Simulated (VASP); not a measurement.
A run of VASP 6.6.1:

File INCAR:

```
SYSTEM = Si
  ALGO = Normal
  EDIFF = 1E-6
  ENCUT = 520
  GGA = CA
  ISIF = 2
  ISMEAR = -1
  LASPH = .True.
  LCHARG = .True.
  LELF = .True.
  LREAL = .False.
  LVHAR = .True.
  LWAVE = .False.
  NBANDS = 11
  NELM = 60
  PREC = Accurate
  SIGMA = 0.08
```

KPOINTS

```
k-points
0
Gamma
  11 11 11
  0 0 0
```

File POSCAR:

```
Si
1.0
    0.0000000000      2.7423575902      2.7423575902
    2.7423575902      0.0000000000      2.7423575902
    2.7423575902      2.7423575902      0.0000000000
Si
2
Direct
    0.5000000000      0.5000000000      0.5000000000
    0.7500000000      0.7500000000      0.7500000000
```

Potentials or basis: VASP PAW LDA potentials, release 64 (Si).

Launch:

```bash
$ cat potpaw_LDA.64/Si/POTCAR > POTCAR
$ mpirun -np 1 vasp_std > vasp.out
```

Hardware: 1 thread of Intel(R) Xeon(R) Platinum 8559C (Emerald Rapids), with other jobs on the host.

Question: Estimate the wall time of this run.

Answer: It took 12 s on 1 thread of Intel(R) Xeon(R) Platinum 8559C (Emerald Rapids), with other jobs on the host, peak memory 0.14 GiB. Counts: scf iterations 11, k points 56.
